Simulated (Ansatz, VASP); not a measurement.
## Two plane-wave programs on GeS

Contents of INCAR:

```
PREC     = Accurate       # precision mode
ENCUT    = 500            # plane-wave cutoff, eV
EDIFF    = 1E-6           # SCF threshold, eV
ISMEAR   = 0              # smearing method
SIGMA    = 0.01           # smearing width, eV
LREAL    = F              # projectors in reciprocal space
LASPH    = T              # aspherical terms in the spheres
NELM     = 120            # most SCF steps
ALGO     = Normal         # electronic algorithm
ISIF     = 2              # what is computed and relaxed
LWAVE    = F              # write WAVECAR
LCHARG   = F              # write CHGCAR
GGA      = CA             # functional
NBANDS   = 50             # bands
GGA_COMPAT= F
```

Contents of KPOINTS:

```
regular mesh
0
Gamma
  4 8 6
```

Contents of POSCAR:

```
GeS
1.0
   10.6078054202      0.0000000000      0.0000000000
    0.0000000000      3.6081036216      0.0000000000
    0.0000000000      0.0000000000      4.4223352564
Ge S
4 4
Direct
    0.1250788433      0.2500000000      0.1282278303
    0.3749211567      0.7500000000      0.6282278303
    0.6250788433      0.2500000000      0.3717721697
    0.8749211567      0.7500000000      0.8717721697
    0.8472275933      0.2500000000      0.5118733973
    0.6527724067      0.7500000000      0.0118733973
    0.3472275933      0.2500000000      0.9881266027
    0.1527724067      0.7500000000      0.4881266027
```

Input for Ansatz:

```yaml
crystal:
  lattice:
    - [10.6078054202, 0.0, 0.0]
    - [0.0, 3.6081036216, 0.0]
    - [0.0, 0.0, 4.4223352564]
  atoms:
    - { symbol: Ge, position: [0.1250788433, 0.25, 0.1282278303] }
    - { symbol: Ge, position: [0.3749211567, 0.75, 0.6282278303] }
    - { symbol: Ge, position: [0.6250788433, 0.25, 0.3717721697] }
    - { symbol: Ge, position: [0.8749211567, 0.75, 0.8717721697] }
    - { symbol: S, position: [0.8472275933, 0.25, 0.5118733973] }
    - { symbol: S, position: [0.6527724067, 0.75, 0.0118733973] }
    - { symbol: S, position: [0.3472275933, 0.25, 0.9881266027] }
    - { symbol: S, position: [0.1527724067, 0.75, 0.4881266027] }
kpoints:
  mp_grid: { grid: [4, 8, 6] }
  band_path:
    path:
      - [0.0, 0.0, 0.0]
      - [0.5, 0.0, 0.0]
      - [0.5, 0.5, 0.0]
      - [0.0, 0.5, 0.0]
      - [0.0, 0.0, 0.5]
      - [0.5, 0.0, 0.5]
      - [0.5, 0.5, 0.5]
      - [0.0, 0.5, 0.5]
    npoints: 1
hamiltonian:
  xc: lda
scf:
  occupations: { method: fixed }
  n_extra_bands: 6
output:
  forces: true
  stress: true
  eigenvalues: true
```

Alike in both runs: task single point; functional LDA; k mesh 4 × 8 × 6; no spin polarisation.

|  | VASP | Ansatz |
| --- | --- | --- |
| version | VASP 6.6.1 | Ansatz 0.2.0 |
| potentials or method | VASP PAW LDA potentials, release 64 (Ge_d, S) | plane waves, PAW |
| plane-wave cutoff (eV) | 500 | 420 |
| occupations | gaussian, width 0.01 eV | fixed |
| valence electrons in the cell | 80 | 80 |

VASP gave:

```
gap on the k mesh at the Fermi level (eV)                     : 1.00
pressure (GPa)                                                : -2.6
traceless stress, the component that is largest in VASP (GPa) : 0.21
rms of the force components (eV/Å)                            : 0.041
```

**Question.** Which values does Ansatz return?

**Answer.** gap on the k mesh at the Fermi level (eV): 1.01; pressure (GPa): -2.6; traceless stress, the component that is largest in VASP (GPa): 0.23; rms of the force components (eV/Å): 0.032.

LDA's correlation is that of Perdew and Zunger in VASP and of Perdew and Wang (1992) in Ansatz. Atom by atom the forces differ by 0.009 eV/Å (rms over components).
